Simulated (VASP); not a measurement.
# PbS in VASP: a series of runs

The runs below take PbS through single point, with PBEsol.

All numbers are computed with VASP 6.6.1; they aren't measurements. Logs are shortened: lines on timing, memory, paths and dates and some standing lists are left out, and cuts for length are marked.

### Step 1. The cell of the first run

Symmetry: Pm-3m, No. 221, cubic system. Conventional cell: a = 3.600 Å, b = 3.600 Å, c = 3.600 Å, α = 90.00°, β = 90.00°, γ = 90.00°. Pb (site symmetry m-3m) has 8 S at 3.12 Å and 6 Pb at 3.60 Å within 4.1 Å. S (site symmetry m-3m) has 8 Pb at 3.12 Å and 6 S at 3.60 Å within 4.1 Å.

### Step 2. Single point, PBEsol (strained)

INCAR reads:

```
  PREC = Accurate
  ENCUT = 520
  EDIFF = 1E-7
  ISMEAR = 0
  SIGMA = 0.1
  LREAL = False
  LASPH = True
  NELM = 80
  ALGO = Normal
  ISIF = 2
  LWAVE = False
  LCHARG = False
  GGA = PS
  NBANDS = 17
```

KPOINTS reads:

```
regular mesh
0
Gamma
  12 12 12
```

POSCAR reads:

```
PbS
1.0
    3.5999502127      0.0000000000      0.0000000000
    0.0000000000      3.5999502127      0.0000000000
    0.0000000000      0.0000000000      3.5999502127
Pb S
1 1
Direct
    0.0000000000      0.0000000000      0.0000000000
    0.5000000000      0.5000000000      0.5000000000
```

Potentials or basis: VASP PAW PBE potentials, release 64 (Pb_d, S).

On the command line:

```sh
cat potpaw_PBE.64/Pb_d/POTCAR potpaw_PBE.64/S/POTCAR > POTCAR
mpirun -np 1 vasp_std > vasp.out
```

OUTCAR:

```text
PREC = Accurate
   ENCUT = 520
   EDIFF = 1E-7
   ISMEAR = 0
   LREAL = False
   LASPH = True
   NELM = 80
   ISIF = 2
   GGA = PS

 ion  position               nearest neighbor table
   1  0.000  0.000  0.000-   2 3.12   2 3.12   2 3.12   2 3.12   2 3.12   2 3.12   2 3.12   2 3.12

   2  0.500  0.500  0.500-   1 3.12   1 3.12   1 3.12   1 3.12   1 3.12   1 3.12   1 3.12   1 3.12

  LATTYP: Found a simple cubic cell.
 ALAT       =     3.5999502127

  Lattice vectors:

 A1 = (   3.5999502127,   0.0000000000,   0.0000000000)
 A2 = (   0.0000000000,   3.5999502127,   0.0000000000)
 A3 = (   0.0000000000,   0.0000000000,   3.5999502127)

Analysis of symmetry for initial positions (statically):
=====================================================================
 Subroutine PRICEL returns:
 Original cell was already a primitive cell.

 Routine SETGRP: Setting up the symmetry group for a
 simple cubic supercell.

 Subroutine GETGRP returns: Found 48 space group operations
 (whereof 48 operations were pure point group operations)
 out of a pool of 48 trial point group operations.

The static configuration has the point symmetry O_h .

Analysis of symmetry for dynamics (positions and initial velocities):
=====================================================================
 Subroutine PRICEL returns:
 Original cell was already a primitive cell.

 Routine SETGRP: Setting up the symmetry group for a
 simple cubic supercell.

 Subroutine GETGRP returns: Found 48 space group operations
 (whereof 48 operations were pure point group operations)
 out of a pool of 48 trial point group operations.

The dynamic configuration has the point symmetry O_h .

 Subroutine INISYM returns: Found 48 space group operations
 (whereof 48 operations are pure point group operations),
 and found     1 'primitive' translations

----------------------------------------------------------------------------------------

                                     Primitive cell

  volume of cell :      46.6541

  direct lattice vectors                    reciprocal lattice vectors
     3.599950213  0.000000000  0.000000000     0.277781619  0.000000000  0.000000000
     0.000000000  3.599950213  0.000000000     0.000000000  0.277781619  0.000000000
     0.000000000  0.000000000  3.599950213     0.000000000  0.000000000  0.277781619

  length of vectors
     3.599950213  3.599950213  3.599950213     0.277781619  0.277781619  0.277781619

  position of ions in fractional coordinates (direct lattice)
     0.000000000  0.000000000  0.000000000
     0.500000000  0.500000000  0.500000000

  ion indices of the primitive-cell ions
   primitive index   ion index
                 1           1
                 2           2

----------------------------------------------------------------------------------------

 KPOINTS: regular mesh

Automatic generation of k-mesh.
 Grid dimensions read from file:
 generate k-points for:   12   12   12

 Generating k-lattice:

  Cartesian coordinates                     Fractional coordinates (reciprocal lattice)
     0.023148468  0.000000000  0.000000000     0.083333333  0.000000000  0.000000000
     0.000000000  0.023148468  0.000000000     0.000000000  0.083333333  0.000000000
     0.000000000  0.000000000  0.023148468     0.000000000  0.000000000  0.083333333

  Length of vectors
     0.023148468  0.023148468  0.023148468

  Shift w.r.t. Gamma in fractional coordinates (k-lattice)
     0.000000000  0.000000000  0.000000000

 Subroutine IBZKPT returns following result:
 ===========================================

 Found     84 irreducible k-points:

 Following reciprocal coordinates:
            Coordinates               Weight
  0.000000  0.000000  0.000000      1.000000
  0.083333  0.000000  0.000000      6.000000
  0.166667  0.000000  0.000000      6.000000
  0.250000  0.000000  0.000000      6.000000
  0.333333  0.000000  0.000000      6.000000
  0.416667  0.000000  0.000000      6.000000
[... 16 lines left out ...]
  0.333333  0.333333  0.000000     12.000000
  0.416667  0.333333  0.000000     24.000000
 [... further k-points ...]
   k-points           NKPTS =     84   k-points in BZ     NKDIM =     84   number of bands    NBANDS=     17
   number of dos      NEDOS =    301   number of ions     NIONS =      2
   total plane-waves  NPLWV =  21952
   dimension x,y,z NGX =    28 NGY =   28 NGZ =   28
   dimension x,y,z NGXF=    56 NGYF=   56 NGZF=   56
   ions per type =               1   1
   NGX,Y,Z   is equivalent  to a cutoff of  12.93, 12.93, 12.93 a.u.
   NGXF,Y,Z  is equivalent  to a cutoff of  25.86, 25.86, 25.86 a.u.
 SYSTEM =  unknown system
   PREC   = accura    normal or accurate (medium, high low for compatibility)
   ISTART =      0    job   : 0-new  1-cont  2-samecut
   ICHARG =      2    charge: 1-file 2-atom 10-const
   ISPIN  =      1    spin polarized calculation?
   LNONCOLLINEAR =      F non collinear calculations
   LSORBIT =      F    spin-orbit coupling
   LASPH  =      T    aspherical Exc in radial PAW
   ENCUT  =  520.0 eV  38.22 Ry    6.18 a.u.   6.69  6.69  6.69*2*pi/ulx,y,z
   NELM   =     80;   NELMIN=  2; NELMDL= -5     # of ELM steps
   EDIFF  = 0.1E-06   stopping-criterion for ELM
   LREAL  =      F    real-space projection
   EDIFFG = 0.1E-05   stopping-criterion for IOM
   NSW    =      0    number of steps for IOM
   IBRION =     -1    ionic relax: 0-MD 1-quasi-New 2-CG
   NFREE  =      0    steps in history (QN), initial steepest desc. (CG)
   ISIF   =      2    stress and relaxation
   ISYM   =      2    0-nonsym 1-usesym 2-fastsym
   POTIM  = 0.5000    time-step for ionic-motion
   TEBEG  =    0.0;   TEEND  =   0.0 temperature during run
   PSTRESS=    0.0 pullay stress
   NELECT =      20.0000    total number of electrons
   NUPDOWN=      -1.0000    fix difference up-down
   EMIN   =  10.00;   EMAX   =-10.00  energy-range for DOS
   EFERMI =   0.00;   METHOD = LEGACY
   ISMEAR =     0;   SIGMA  =   0.10  broadening in eV -4-tet -1-fermi 0-gaus
   EFERMI_NEDOS =   21; number of points for ismear=-14 and -15
   IALGO  =     38    algorithm
   IMIX   =      4    mixing-type and parameters
     AMIX     =   0.40;   BMIX     =  1.00
     AMIX_MAG =   1.60;   BMIX_MAG =  1.00
  volume/ion in A,a.u.               =      23.33       157.42
  Fermi-wavevector in a.u.,A,eV,Ry     =   1.234397  2.332673 20.731700  1.523737
  Thomas-Fermi vector in A             =   2.369089
   LORBIT       =      0    0 simple, 1 ext, 2 COOP (PROOUT), +10 PAW based schemes
   GGA     = PS    functional components
   LHFCALC =     F    Hartree Fock is set to
   AEXX    =    0.0000 exact exchange contribution
   IVDW    =     0    specifies the selected vdW correction
   LEPSILON=     F    determine dielectric tensor
   LRPA    =     F    only Hartree local field effects (RPA)
 non-spin polarized calculation
 Gauss-broadening in eV      SIGMA  =   0.10
  energy-cutoff  :      520.00
  volume of cell :       46.65
 maximum number of plane-waves:      1328
 NGX is ok and might be reduce to    28
   NGX = 13   NGY = 13   NGZ = 13

 number of electron      19.9999998 magnetization

 Free energy of the ion-electron system (eV)
  ---------------------------------------------------
  ext. energy  EPLUGINS =         0.00000000
  ---------------------------------------------------
  free energy    TOTEN  =        -9.01988455 eV

  energy without entropy =       -9.01633139  energy(sigma->0) =       -9.01810797

 E-fermi :   6.4602     XC(G=0): -10.5675

 val. band max:        6.4497673541   @ k =   0.2500   0.1667   0.0833
 cond. band min:       6.4608945055   @ k =   0.4167   0.4167   0.4167
 fundamental gap:      0.0111271514
 Fermi energy:         6.4601558654

 k-point     1 :       0.0000    0.0000    0.0000
  band No.  band energies     occupation
      1     -10.3158      2.00000
      2     -10.3158      2.00000
      3     -10.0724      2.00000
      4     -10.0724      2.00000
      5     -10.0724      2.00000
      6      -6.9677      2.00000
[... 9 lines left out ...]
     16      19.4200      0.00000
     17      19.4203      0.00000

 k-point     2 :       0.0833    0.0000    0.0000
  band No.  band energies     occupation
      1     -10.3149      2.00000
      2     -10.3035      2.00000
      3     -10.0772      2.00000
      4     -10.0772      2.00000
      5     -10.0720      2.00000
      6      -6.9040      2.00000
[... 9 lines left out ...]
     16      19.2685      0.00000
     17      19.3406      0.00000

 k-point     3 :       0.1667    0.0000    0.0000
  band No.  band energies     occupation
      1     -10.3127      2.00000
      2     -10.2701      2.00000
      3     -10.0901      2.00000
      4     -10.0901      2.00000
      5     -10.0707      2.00000
      6      -6.7168      2.00000
[... 9 lines left out ...]
     16      18.9524      0.00000
     17      19.2354      0.00000

 k-point     4 :       0.2500    0.0000    0.0000
  band No.  band energies     occupation
      1     -10.3095      2.00000
      2     -10.2248      2.00000
      3     -10.1076      2.00000
      4     -10.1076      2.00000
      5     -10.0690      2.00000
      6      -6.4204      2.00000
[... 9 lines left out ...]
     16      17.7654      0.00000
     17      19.4175      0.00000
[... 343 lines left out ...]
      1     -10.2474      2.00000
      2     -10.2198      2.00000
      3     -10.1356      2.00000
      4     -10.0974      2.00000
      5     -10.0845      2.00000
      6      -5.1316      2.00000
[... 9 lines left out ...]
     16      17.6916      0.00000
     17      18.5221      0.00000

 k-point    23 :       0.3333    0.3333    0.0000
  band No.  band energies     occupation
      1     -10.2398      2.00000
      2     -10.2248      2.00000
      3     -10.1175      2.00000
      4     -10.1148      2.00000
      5     -10.0910      2.00000
      6      -5.2661      2.00000
[... 9 lines left out ...]
     16      16.9828      0.00000
     17      18.4875      0.00000

 k-point    24 :       0.4167    0.3333    0.0000
  band No.  band energies     occupation
      1     -10.2485      2.00000
      2     -10.2317      2.00000
      3     -10.1280      2.00000
      4     -10.1139      2.00000
      5     -10.0607      2.00000
      6      -5.0093      2.00000
[... 9 lines left out ...]
     16      17.0081      0.00000
     17      17.7795      0.00000

 [... further k-points ...]
[... 5 lines left out ...]
  --------------------------------------------------------------------------------------
  -------------------------------------------------------------------------------------
  Total       -0.2935719     -0.2935719     -0.2935719     -0.0000000      0.0000000      0.0000000
  in kB      -10.0817420    -10.0817420    -10.0817420     -0.0000000      0.0000000      0.0000000
  external PRESSURE =     -10.0817420 kB  Pullay stress =       0.0000000 kB

 VOLUME and BASIS-vectors are now :
 -----------------------------------------------------------------------------
  energy-cutoff  :      520.00
  volume of cell :       46.65
      direct lattice vectors                 reciprocal lattice vectors
     3.599950213  0.000000000  0.000000000     0.277781619  0.000000000  0.000000000
     0.000000000  3.599950213  0.000000000     0.000000000  0.277781619  0.000000000
     0.000000000  0.000000000  3.599950213     0.000000000  0.000000000  0.277781619

 POSITION                                       TOTAL-FORCE (eV/Angst)
 -----------------------------------------------------------------------------------
      0.00000      0.00000      0.00000         0.000000      0.000000      0.000000
      1.79998      1.79998      1.79998         0.000000      0.000000      0.000000
 -----------------------------------------------------------------------------------
    total drift:                               -0.000000      0.000000      0.000000

  FREE ENERGIE OF THE ION-ELECTRON SYSTEM (eV)
  ---------------------------------------------------
  free  energy   TOTEN  =        -9.0198845469 eV

  energy  without entropy=       -9.0163313932  energy(sigma->0) =       -9.01810797
```

Run time: 85 s. Hardware: 1 thread of AMD EPYC 7R43 (Zen 3), shared host; peak memory 0.17 GiB.

What came out:

```
Free energy            : -9.0199 eV
Pressure               : -1.0 GPa
Band gap on the k mesh : zero (band 10 reaches 6.57 eV, above the bottom of band 11 at 5.83 eV)
```

Levels at points of the mesh, in eV from the Fermi level:
| k point | band 6 | band 7 | band 8 | band 9 | band 10 | band 11 | band 12 | band 13 | band 14 | band 15 |
| --- | --- | --- | --- | --- | --- | --- | --- | --- | --- | --- |
| (0.00, 0.00, 0.00) | -13.43 | -6.57 | -1.69 | -1.69 | -1.69 | 5.37 | 5.37 | 6.86 | 6.86 | 6.86 |
| (0.50, 0.00, 0.00) | -12.00 | -9.20 | -0.48 | -0.48 | 0.03 | 0.33 | 4.00 | 4.00 | 6.54 | 9.34 |
| (0.50, 0.50, 0.00) | -11.11 | -7.26 | -4.72 | -4.72 | -0.28 | 4.36 | 4.36 | 6.20 | 7.21 | 9.55 |
| (0.50, 0.50, 0.50) | -10.87 | -5.81 | -2.52 | -2.52 | -2.52 | -0.63 | -0.63 | -0.63 | 14.09 | 14.09 |

Caveat: the cell differs from its parent crystal (strained); the PAW data sets were made with another functional, which shifts forces and pressure a little; spin-orbit coupling is left out, which moves the levels of the heavy elements.

### Step 3. Single point, PBEsol (strained)

INCAR reads:

```
SYSTEM = PbS
  PREC = Accurate
  ENCUT = 520
  EDIFF = 1E-6
  ISMEAR = 0
  SIGMA = 0.1
  LREAL = .FALSE.
  LASPH = .TRUE.
  NELM = 60
  ALGO = Normal
  ISIF = 2
  LWAVE = .FALSE.
  LCHARG = .FALSE.
  GGA = PS
  NBANDS = 17
```

KPOINTS reads:

```
Automatic mesh
0
G
  12 12 12
  0 0 0
```

POSCAR reads:

```
PbS
1.0
    3.6775904664      0.0000000000      0.0000000000
    0.0000000000      3.6775904664      0.0000000000
    0.0000000000      0.0000000000      3.6775904664
Pb S
1 1
Direct
    0.0000000000      0.0000000000      0.0000000000
    0.5000000000      0.5000000000      0.5000000000
```

Potentials or basis: VASP PAW PBE potentials, release 64 (Pb_d, S).

On the command line:

```sh
cat potpaw_PBE.64/Pb_d/POTCAR potpaw_PBE.64/S/POTCAR > POTCAR
mpirun -np 1 vasp_std > vasp.out
```

It took 82 s on 1 thread of AMD EPYC 7R43 (Zen 3), shared host; peak memory 0.16 GiB.

Results (log left out):

| Quantity | Value |
| --- | --- |
| Free energy | -8.9679 eV |
| Pressure | -4.4 GPa |
| Band gap on the k mesh | zero (band 10 reaches 5.76 eV, above the bottom of band 11 at 5.26 eV) |

Levels at points of the mesh, in eV from the Fermi level:
| k point | band 6 | band 7 | band 8 | band 9 | band 10 | band 11 | band 12 | band 13 | band 14 | band 15 |
| --- | --- | --- | --- | --- | --- | --- | --- | --- | --- | --- |
| (0.00, 0.00, 0.00) | -12.94 | -6.73 | -1.48 | -1.48 | -1.48 | 5.48 | 5.48 | 6.41 | 6.41 | 6.41 |
| (0.50, 0.00, 0.00) | -11.68 | -8.90 | -0.38 | -0.38 | -0.10 | 0.29 | 3.91 | 3.91 | 6.74 | 9.14 |
| (0.50, 0.50, 0.00) | -10.95 | -7.22 | -4.30 | -4.30 | -0.18 | 4.15 | 4.15 | 5.82 | 7.13 | 9.43 |
| (0.50, 0.50, 0.50) | -10.72 | -5.98 | -2.26 | -2.26 | -2.26 | -0.43 | -0.43 | -0.43 | 13.47 | 13.47 |

Caveat: the cell differs from its parent crystal (strained); the PAW data sets were made with another functional, which shifts forces and pressure a little; spin-orbit coupling is left out, which moves the levels of the heavy elements.

### Step 4. Single point, PBEsol (strained)

INCAR reads:

```
PREC = Accurate ; ENCUT = 520
EDIFF = 1E-6 ; ISMEAR = 0
SIGMA = 0.1 ; LREAL = False
LASPH = True ; NELM = 80
ALGO = Normal ; ISIF = 2
LWAVE = False ; LCHARG = True
GGA = PS ; LELF = True
LVHAR = True ; NBANDS = 17
```

KPOINTS reads:

```
regular mesh
0
Gamma
  10 10 10
```

POSCAR reads:

```
PbS
1.0
    3.6873822726      0.0000000000      0.0000000000
    0.0000000000      3.6873822726      0.0000000000
    0.0000000000      0.0000000000      3.5777725026
Pb S
1 1
Direct
    0.0000000000      0.0000000000      0.0000000000
    0.5000000000      0.5000000000      0.5000000000
```

On the command line:

```sh
cat potpaw_PBE.64/Pb_d/POTCAR potpaw_PBE.64/S/POTCAR > POTCAR
mpirun -np 1 vasp_std > vasp.out
```

Run time: 1.9 min. Hardware: 1 thread of AMD EPYC 7R43 (Zen 3), shared host; peak memory 0.18 GiB.

Results (log left out):

* Free energy: -8.9864 eV
* Pressure: -3.3 GPa
* Band gap on the k mesh: zero (band 10 reaches 5.98 eV, above the bottom of band 11 at 5.29 eV)

Stress tensor (GPa, compression positive):
```
-4.18  0.00  0.00
 0.00 -4.18  0.00
 0.00  0.00 -1.63
```

Levels at points of the mesh, in eV from the Fermi level:
```csv
k point,band 7,band 8,band 9,band 10,band 11,band 12,band 13,band 14
"(0.00, 0.00, 0.00)",-6.69,-1.68,-1.68,-1.28,5.30,5.60,6.47,6.47
"(0.50, 0.00, 0.00)",-9.07,-0.53,-0.24,-0.02,0.39,3.68,4.30,6.71
"(0.50, 0.50, 0.00)",-7.38,-4.49,-4.49,-0.06,4.44,4.44,6.23,7.37
"(0.00, 0.00, 0.50)",-8.86,-0.47,-0.47,-0.17,0.10,3.88,3.88,6.63
"(0.50, 0.00, 0.50)",-7.15,-4.43,-4.40,-0.29,3.97,4.24,5.83,7.06
"(0.50, 0.50, 0.50)",-5.91,-2.42,-2.32,-2.32,-0.66,-0.41,-0.41,13.44
```

Caveat: the cell differs from its parent crystal (strained); the PAW data sets were made with another functional, which shifts forces and pressure a little; spin-orbit coupling is left out, which moves the levels of the heavy elements.

### Step 5. Summary

```csv
cell,k mesh,gap on the mesh (eV),pressure (GPa)
"a = 3.600 Å, 2 atoms",12 × 12 × 12,none,-1.0
"a = 3.678 Å, 2 atoms",12 × 12 × 12,none,-4.4
"a = 3.687, b = 3.687, c = 3.578 Å, 2 atoms",10 × 10 × 10,none,-3.3
```

Alike in all rows: task single point; level PBEsol; potentials or basis VASP PAW PBE potentials, release 64 (Pb_d, S); no spin polarisation; cutoff (eV) 520; smearing gaussian 0.1 eV.

Caveats: the PAW data sets were made with another functional, which shifts forces and pressure a little; spin-orbit coupling is left out, which moves the levels of the heavy elements.

Total energies depend on the potentials used, so only differences within one code and one set of settings carry meaning.
